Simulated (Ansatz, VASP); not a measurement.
# BaS in VASP and in Ansatz

INCAR

```
PREC = Accurate
ENCUT = 520
EDIFF = 1E-6
ISMEAR = -1
SIGMA = 0.02
LREAL = F
LASPH = T
NELM = 80
ALGO = Normal
ISIF = 2
LWAVE = F
LCHARG = F
GGA = PE
NBANDS = 15
```

File KPOINTS:

```
Automatic mesh
0
Gamma
  6 6 6
```

Contents of POSCAR:

```
BaS
1.0
   -0.1173137257      3.4020980452      3.4020980452
    3.4020980452     -0.1173137257      3.4020980452
    3.4020980452      3.4020980452     -0.1173137257
Ba S
1 1
Direct
   -0.0041369171     -0.0041369171     -0.0041369171
    0.2541369171      0.2541369171      0.2541369171
```

Input for Ansatz:

```yaml
crystal:
  lattice:
    - [-0.1173137257, 3.4020980452, 3.4020980452]
    - [3.4020980452, -0.1173137257, 3.4020980452]
    - [3.4020980452, 3.4020980452, -0.1173137257]
  atoms:
    - { symbol: Ba, position: [-0.0041369171, -0.0041369171, -0.0041369171] }
    - { symbol: S, position: [0.2541369171, 0.2541369171, 0.2541369171] }
kpoints:
  mp_grid: { grid: [6, 6, 6] }
  band_path:
    path:
      - [0.0, 0.0, 0.0]
      - [-0.5, -0.5, 0.0]
      - [-0.375, -0.375, 0.25]
      - [-0.375, 0.0, 0.375]
      - [0.0, 0.0, 0.5]
      - [-0.5, -0.25, 0.25]
      - [0.244792, -0.5, -0.244792]
    npoints: 1
hamiltonian:
  xc: pbe
scf:
  occupations: { method: fermi_dirac, width: 0.02 }
  n_extra_bands: 4
output:
  forces: true
  stress: true
  eigenvalues: true
```

Change from the starting cell: shear_111 strain -5.0%.

Alike in both runs: task single point; functional PBE; k mesh 6 × 6 × 6; occupations fermi-dirac, width 0.02 eV; no spin polarisation.

```csv
,VASP,Ansatz
version,VASP 6.6.1,Ansatz 0.2.0
potentials or method,"VASP PAW PBE potentials, release 64 (Ba_sv, S)","plane waves, PAW"
plane-wave cutoff (eV),520,420
valence electrons in the cell,16,16
```

VASP gave:

| Quantity | Value |
| --- | --- |
| gap on the k mesh at the Fermi level (eV) | 2.83 |
| pressure (GPa) | 1.9 |
| traceless stress, the component that is largest in VASP (GPa) | 0.13 |
| rms of the force components (eV/Å) | 0.002 |

Question: Estimate Ansatz's values.

Answer: gap on the k mesh at the Fermi level (eV): 2.81; pressure (GPa): 1.4; traceless stress, the component that is largest in VASP (GPa): 0.14; rms of the force components (eV/Å): 0.007.

Atom by atom the forces differ by 0.005 eV/Å (rms over components).

Neither program's run includes spin-orbit coupling.
